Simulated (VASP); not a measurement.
# Ni (Fm-3m) in VASP: further runs

Aim: see how the results for Ni move with the level of theory and the settings. Levels: PBEsol+U, PBE+D3(BJ)+U. Tasks: single point.

Everything below comes from runs of VASP 6.6.1. Logs are shortened: lines on timing, memory, paths and dates and some standing lists are left out, and cuts for length are marked.

## 1. The cell of the first run

It takes space group Fm-3m (No. 225, cubic). Conventional cell: a = 3.475 Å, b = 3.475 Å, c = 3.475 Å, α = 90.00°, β = 90.00°, γ = 90.00°. Ni (site symmetry m-3m) has 12 Ni at 2.46 Å within 3.2 Å.

## 2. Single point, PBEsol+U, collinear spin, ferromagnetic start

File POSCAR:

```
Ni
1.0
    0.0000000000      1.7375729330      1.7375729330
    1.7375729330      0.0000000000      1.7375729330
    1.7375729330      1.7375729330      0.0000000000
Ni
1
Direct
    0.0000000000      0.0000000000      0.0000000000
```

File INCAR.step1:

```
SYSTEM = Ni
  GGA = PS
  ISPIN = 2
  MAGMOM = 1
  LORBIT = 11
  LDAU = .TRUE.
  LDAUTYPE = 2
  LDAUL = 2
  LDAUU = 5
  LDAUJ = 0
  ISMEAR = 1
  SIGMA = 0.1
  LWAVE = .FALSE.
  LCHARG = .TRUE.
  NBANDS = 25
  PREC = Accurate
  LASPH = .TRUE.
  LREAL = .FALSE.
  ALGO = Normal
  EDIFF = 1E-6
  NELM = 200
  GGA_COMPAT = .FALSE.
  ENCUT = 310
  LMAXMIX = 4
```

File KPOINTS.step1:

```
k-points
0
Gamma
  15 15 15
```

File INCAR.step2:

```
SYSTEM = Ni
  GGA = PS
  ISPIN = 2
  MAGMOM = 1
  LORBIT = 11
  LDAU = .TRUE.
  LDAUTYPE = 2
  LDAUL = 2
  LDAUU = 5
  LDAUJ = 0
  ISMEAR = -5
  LWAVE = .FALSE.
  LCHARG = .FALSE.
  NBANDS = 25
  PREC = Accurate
  LASPH = .TRUE.
  LREAL = .FALSE.
  ALGO = Normal
  EDIFF = 1E-6
  NELM = 200
  GGA_COMPAT = .FALSE.
  ENCUT = 310
  LMAXMIX = 4
  NEDOS = 2001
  EMIN = -7.8021
  EMAX = 17.1979
  ICHARG = 11
```

File KPOINTS.step2:

```
Automatic mesh
0
Gamma
  18 18 18
  0 0 0
```

Potentials or basis: VASP PAW PBE potentials, release 64 (Ni).

The run is started by

```bash
$ cat potpaw_PBE.64/Ni/POTCAR > POTCAR
$ cp INCAR.step1 INCAR
$ cp KPOINTS.step1 KPOINTS
$ mpirun -np 1 vasp_std > vasp.out
$ cp INCAR.step2 INCAR
$ cp KPOINTS.step2 KPOINTS
$ mpirun -np 1 vasp_std > vasp.out
```

OUTCAR:

```text
SYSTEM = Ni
   GGA = PS
   ISPIN = 2
   LORBIT = 11
   ISMEAR = -5
   PREC = Accurate
   LASPH = .TRUE.
   LREAL = .FALSE.
   EDIFF = 1E-6
   NELM = 200
   ENCUT = 310
   EMIN = -7.8021
   ICHARG = 11

 Found    195 irreducible k-points:

 Following reciprocal coordinates:
            Coordinates               Weight
  0.000000  0.000000  0.000000      1.000000
  0.055556  0.000000  0.000000      8.000000
  0.111111  0.000000  0.000000      8.000000
  0.166667  0.000000  0.000000      8.000000
  0.222222  0.000000  0.000000      8.000000
  0.277778  0.000000  0.000000      8.000000
   k-points           NKPTS =    195   k-points in BZ     NKDIM =    195   number of bands    NBANDS=     25
   number of dos      NEDOS =   2001   number of ions     NIONS =      1
   total plane-waves  NPLWV =   2744
   dimension x,y,z NGX =    14 NGY =   14 NGZ =   14
   dimension x,y,z NGXF=    28 NGYF=   28 NGZF=   28
   ions per type =               1
   NGX,Y,Z   is equivalent  to a cutoff of   9.47,  9.47,  9.47 a.u.
   NGXF,Y,Z  is equivalent  to a cutoff of  18.94, 18.94, 18.94 a.u.
 SYSTEM =  Ni
   PREC   = accura    normal or accurate (medium, high low for compatibility)
   ISTART =      0    job   : 0-new  1-cont  2-samecut
   ICHARG =     11    charge: 1-file 2-atom 10-const
   ISPIN  =      2    spin polarized calculation?
   LNONCOLLINEAR =      F non collinear calculations
   LSORBIT =      F    spin-orbit coupling
   LASPH  =      T    aspherical Exc in radial PAW
   ENCUT  =  310.0 eV  22.78 Ry    4.77 a.u.   3.53  3.53  3.53*2*pi/ulx,y,z
   NELM   =    200;   NELMIN=  2; NELMDL=  0     # of ELM steps
   EDIFF  = 0.1E-05   stopping-criterion for ELM
   LREAL  =      F    real-space projection
   EDIFFG = 0.1E-04   stopping-criterion for IOM
   NSW    =      0    number of steps for IOM
[... 5 lines left out ...]
   TEBEG  =    0.0;   TEEND  =   0.0 temperature during run

   SCALEE = 1.0000    scale energy and forces
   PSTRESS=    0.0 pullay stress
   NELECT =      10.0000    total number of electrons
   NUPDOWN=      -1.0000    fix difference up-down
   EMIN   =  -7.80;   EMAX   = 17.20  energy-range for DOS
   EFERMI =   0.00;   METHOD = LEGACY
   ISMEAR =    -5;   SIGMA  =   0.20  broadening in eV -4-tet -1-fermi 0-gaus
   EFERMI_NEDOS =   21; number of points for ismear=-14 and -15
   IALGO  =     38    algorithm
   IMIX   =      4    mixing-type and parameters
     AMIX     =   0.40;   BMIX     =  1.00
     AMIX_MAG =   1.60;   BMIX_MAG =  1.00
  volume/ion in A,a.u.               =      10.49        70.80
  Fermi-wavevector in a.u.,A,eV,Ry     =   1.611097  3.044533 35.315755  2.595635
  Thomas-Fermi vector in A             =   2.706542
   LORBIT       =     11    0 simple, 1 ext, 2 COOP (PROOUT), +10 PAW based schemes
 LDA+U is selected, type is set to LDAUTYPE =  2
   angular momentum for each species LDAUL =     2
   U (eV)           for each species LDAUU =   5.0
   J (eV)           for each species LDAUJ =   0.0
   GGA     = PS    functional components
   LHFCALC =     F    Hartree Fock is set to
   AEXX    =    0.0000 exact exchange contribution
   IVDW    =     0    specifies the selected vdW correction
   LEPSILON=     F    determine dielectric tensor
   LRPA    =     F    only Hartree local field effects (RPA)

   CSHIFT  =0.1000    complex shift for real part using Kramers Kronig

   OMEGAMAX=  -1.0    maximum frequency
 spin polarized calculation
 Fermi weights with tetrahedron method with Bloechl corrections
  energy-cutoff  :      310.00
  volume of cell :       10.49
 maximum number of plane-waves:       138

 number of electron       9.9999962 magnetization       0.7825264

 Free energy of the ion-electron system (eV)
  ---------------------------------------------------
  ext. energy  EPLUGINS =         0.00000000
  ---------------------------------------------------
  free energy    TOTEN  =        -3.07548119 eV

  energy without entropy =       -3.07548119  energy(sigma->0) =       -3.07548119

 E-fermi :   9.2144     XC(G=0): -13.5893

 val. band max:        9.2781194437   @ k =   0.5000   0.4444   0.0556
 cond. band min:       9.1716083024   @ k =   0.3889   0.0556   0.0000
 fundamental gap:     -0.1065111413
 Fermi energy:         9.2143941872

 spin component 1

 k-point     1 :       0.0000    0.0000    0.0000
  band No.  band energies     occupation
      1       0.4324      1.00000
      2       5.3032      1.00000
      3       5.3032      1.00000
      4       5.3032      1.00000
      5       6.6932      1.00000
      6       6.6932      1.00000
      7      33.7735      0.00000
      8      37.6595      0.00000
      9      37.6596      0.00000
     10      37.6596      0.00000
     11      37.8976      0.00000
     12      37.8976      0.00000
     13      37.8976      0.00000
     14      43.8064      0.00000
     15      49.5211      0.00000
     16      49.5211      0.00000
     17      50.5640      0.00000

 k-point     2 :       0.0556    0.0000    0.0000
  band No.  band energies     occupation
      1       0.5565      1.00000
      2       5.2742      1.00000
      3       5.3335      1.00000
      4       5.3335      1.00000
      5       6.6813      1.00000
      6       6.6813      1.00000
      7      32.9264      0.00000
      8      35.8742      0.00000
      9      36.6806      0.00000
     10      36.6806      0.00000
     11      39.0345      0.00000
     12      39.0345      0.00000
     13      39.9210      0.00000
     14      44.6566      0.00000
     15      47.7470      0.00000
     16      47.7470      0.00000
     17      50.6200      0.00000

 k-point     3 :       0.1111    0.0000    0.0000
  band No.  band energies     occupation
      1       0.9196      1.00000
      2       5.1989      1.00000
      3       5.4142      1.00000
      4       5.4142      1.00000
      5       6.6551      1.00000
      6       6.6551      1.00000
      7      30.5453      0.00000
      8      35.0220      0.00000
      9      35.8182      0.00000
     10      35.8182      0.00000
     11      40.3400      0.00000
     12      40.3400      0.00000
     13      41.1362      0.00000
     14      45.9023      0.00000
     15      45.9023      0.00000
     16      47.0845      0.00000
     17      50.9308      0.00000

 k-point     4 :       0.1667    0.0000    0.0000
  band No.  band energies     occupation
      1       1.4875      1.00000
      2       5.1209      1.00000
      3       5.5119      1.00000
      4       5.5119      1.00000
      5       6.6436      1.00000
      6       6.6436      1.00000
      7      27.7219      0.00000
      8      34.4820      0.00000
      9      35.0999      0.00000
     10      35.0999      0.00000
     11      41.1086      0.00000
     12      41.1086      0.00000
     13      41.7872      0.00000
     14      44.8941      0.00000
     15      44.8941      0.00000
     16      49.6277      0.00000
     17      52.2683      0.00000

 k-point     5 :       0.2222    0.0000    0.0000
  band No.  band energies     occupation
      1       2.1736      1.00000
      2       5.1380      1.00000
      3       5.5769      1.00000
      4       5.5769      1.00000
      5       6.6903      1.00000
      6       6.6903      1.00000
      7      24.9220      0.00000
      8      33.9498      0.00000
      9      34.5846      0.00000
     10      34.5846      0.00000
     11      40.4886      0.00000
     12      40.4886      0.00000
     13      42.2357      0.00000
     14      45.6912      0.00000
     15      45.6912      0.00000
     16      51.0076      0.00000
     17      55.6431      0.00000

 k-point     6 :       0.2778    0.0000    0.0000
  band No.  band energies     occupation
      1       2.7828      1.00000
      2       5.4499      1.00000
      3       5.5763      1.00000
      4       5.5763      1.00000
      5       6.8170      1.00000
      6       6.8170      1.00000
      7      22.2356      0.00000
      8      33.4181      0.00000
      9      34.2525      0.00000
     10      34.2525      0.00000
     11      39.1857      0.00000
     12      39.1857      0.00000
     13      42.5197      0.00000
     14      47.5145      0.00000
     15      47.5145      0.00000
     16      52.2710      0.00000
     17      58.5347      0.00000

 [... further k-points ...]

 spin component 2

 k-point     1 :       0.0000    0.0000    0.0000
  band No.  band energies     occupation
      1       0.3660      1.00000
      2       7.4929      1.00000
      3       7.4929      1.00000
      4       7.6218      1.00000
      5       7.6218      1.00000
      6       7.6218      1.00000
      7      33.5176      0.00000
      8      37.8206      0.00000
      9      37.8206      0.00000
     10      37.8206      0.00000
     11      39.9049      0.00000
     12      39.9049      0.00000
     13      39.9049      0.00000
     14      43.6836      0.00000
     15      49.8884      0.00000
     16      49.8884      0.00000
     17      50.8376      0.00000

 k-point     2 :       0.0556    0.0000    0.0000
  band No.  band energies     occupation
      1       0.4905      1.00000
      2       7.4741      1.00000
      3       7.4741      1.00000
      4       7.5833      1.00000
      5       7.6591      1.00000
      6       7.6591      1.00000
      7      33.1083      0.00000
      8      36.1228      0.00000
      9      37.3866      0.00000
     10      37.3866      0.00000
     11      40.4568      0.00000
     12      40.4568      0.00000
     13      41.1722      0.00000
     14      44.6714      0.00000
     15      48.0945      0.00000
     16      48.0946      0.00000
     17      50.9870      0.00000

 k-point     3 :       0.1111    0.0000    0.0000
  band No.  band energies     occupation
      1       0.8581      1.00000
      2       7.4002      1.00000
      3       7.4002      1.00000
      4       7.4781      1.00000
      5       7.7878      1.00000
      6       7.7878      1.00000
      7      31.2829      0.00000
      8      34.8611      0.00000
      9      36.6697      0.00000
     10      36.6697      0.00000
     11      41.4140      0.00000
     12      41.4140      0.00000
     13      41.6828      0.00000
     14      46.3650      0.00000
     15      46.3650      0.00000
     16      47.6011      0.00000
     17      51.4281      0.00000

 k-point     4 :       0.1667    0.0000    0.0000
  band No.  band energies     occupation
      1       1.4493      1.00000
      2       7.2779      1.00000
      3       7.2780      1.00000
      4       7.3371      1.00000
      5       7.9988      1.00000
      6       7.9988      1.00000
      7      28.5618      0.00000
      8      34.3616      0.00000
      9      36.0013      0.00000
     10      36.0013      0.00000
     11      41.6604      0.00000
     12      41.6604      0.00000
     13      41.8578      0.00000
     14      45.7628      0.00000
     15      45.7628      0.00000
     16      50.9669      0.00000
     17      52.4035      0.00000

 k-point     5 :       0.2222    0.0000    0.0000
  band No.  band energies     occupation
      1       2.2227      1.00000
      2       7.1273      1.00000
      3       7.1273      1.00000
      4       7.2136      1.00000
      5       8.2669      1.00000
      6       8.2669      1.00000
      7      25.7571      0.00000
      8      33.8971      0.00000
      9      35.4741      0.00000
     10      35.4741      0.00000
     11      40.7005      0.00000
     12      40.7005      0.00000
     13      42.1715      0.00000
     14      46.8240      0.00000
     15      46.8240      0.00000
     16      52.4705      0.00000
     17      55.8553      0.00000

 k-point     6 :       0.2778    0.0000    0.0000
  band No.  band energies     occupation
      1       3.0947      1.00000
      2       6.9681      1.00000
      3       6.9681      1.00000
      4       7.1948      1.00000
      5       8.5616      1.00000
      6       8.5616      1.00000
      7      23.0605      0.00000
      8      33.3671      0.00000
      9      35.0928      0.00000
     10      35.0928      0.00000
     11      39.3527      0.00000
     12      39.3528      0.00000
     13      42.6369      0.00000
     14      48.6527      0.00000
     15      48.6527      0.00000
     16      53.5356      0.00000
     17      60.0365      0.00000

 [... further k-points ...]

 [bands above 17 left out]

------------------------ aborting loop because EDIFF is reached ----------------------------------------

  FORCE on cell =-STRESS in cart. coord.  units (eV):
  Direction    XX          YY          ZZ          XY          YZ          ZX
  --------------------------------------------------------------------------------------
  -------------------------------------------------------------------------------------
  Total       -0.4647473     -0.4647473     -0.4647473      0.0000000      0.0000000      0.0000000
  in kB      -70.9689361    -70.9689361    -70.9689361      0.0000000      0.0000000      0.0000000
  external PRESSURE =     -70.9689361 kB  Pullay stress =       0.0000000 kB

 VOLUME and BASIS-vectors are now :
 -----------------------------------------------------------------------------
  energy-cutoff  :      310.00
  volume of cell :       10.49
      direct lattice vectors                 reciprocal lattice vectors
     0.000000000  1.737572933  1.737572933    -0.287757705  0.287757705  0.287757705
     1.737572933  0.000000000  1.737572933     0.287757705 -0.287757705  0.287757705
     1.737572933  1.737572933  0.000000000     0.287757705  0.287757705 -0.287757705

 POSITION                                       TOTAL-FORCE (eV/Angst)
 -----------------------------------------------------------------------------------
      0.00000      0.00000      0.00000        -0.000000      0.000000      0.000000
 -----------------------------------------------------------------------------------
    total drift:                               -0.000000     -0.000000      0.000000

  FREE ENERGIE OF THE ION-ELECTRON SYSTEM (eV)
  ---------------------------------------------------
  free  energy   TOTEN  =        -3.0754811872 eV

  energy  without entropy=       -3.0754811872  energy(sigma->0) =       -3.07548119

 total charge

# of ion       s       p       d       tot
------------------------------------------
    1        0.500   0.475   8.489   9.463

 magnetization (x)

# of ion       s       p       d       tot
------------------------------------------
    1       -0.014  -0.048   0.845   0.783
```

It took 43 s on 1 thread of AMD EPYC 7R13 (Zen 3), shared host; peak memory 0.11 GiB.

What came out:

```yaml
Net_moment: 0.78 μB per cell
Site_moments: Ni +0.78 μB
Valence_electrons_inside_the_program's_atomic_spheres: Ni 9.46
Density_of_states_at_the_Fermi_level: 1.15 states/eV/atom
```

Caveat: the cutoff is under 1.25 times the usual one of these potentials, so pressure, stress and relaxed cells hold a basis-set (Pulay) error; the PAW data sets were made with another functional, which shifts forces and pressure a little; the U is typed as a test and isn't derived for this compound; tetrahedron occupations give inexact forces and stress in metals.

[end of part 1 of 2]
